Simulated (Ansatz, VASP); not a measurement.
**Two plane-wave programs on B3As**

```
B As
1.0
     3.79409    0.00000    0.00000
     0.00000    3.79409    0.00000
     0.00000    0.00000    3.57933
B As
3 1
Direct
  0.00000 0.50000 0.50000
  0.50000 0.00000 0.50000
  0.50000 0.50000 0.00000
  0.00000 0.00000 0.00000
```

Change from the starting cell: species swapped into the Ti3Ag type (P4/mmm, No. 123).

Alike in both runs: task single point; functional PBE; k mesh 4 × 4 × 6; occupations gaussian, width 0.1 eV; no spin polarisation.

|  | VASP | Ansatz |
| --- | --- | --- |
| version | VASP 6.6.1 | Ansatz 0.2.0 |
| potentials or method | VASP PAW PBE potentials, release 64 (B, As), cutoff 520 eV | scalar-relativistic, plane waves, PAW |
| valence electrons in the cell | 14 | 24 |

|  | VASP | Ansatz | Ansatz less VASP |
| --- | --- | --- | --- |
| gap on the k mesh at the Fermi level (eV) | none | none | - |
| pressure (GPa) | -20.7 | -20.7 | -0.03 |
| traceless stress, the component that is largest in VASP (GPa) | 1.09 | 1.09 | +0.003 |

A gap of «none» marks a metal or a gap that the smearing closes. VASP's potentials hold 14 valence electrons a cell and Ansatz's 24, so a difference there can come from the potentials and not from the codes.

The k mesh is coarse, so the values compare programs but aren't converged.
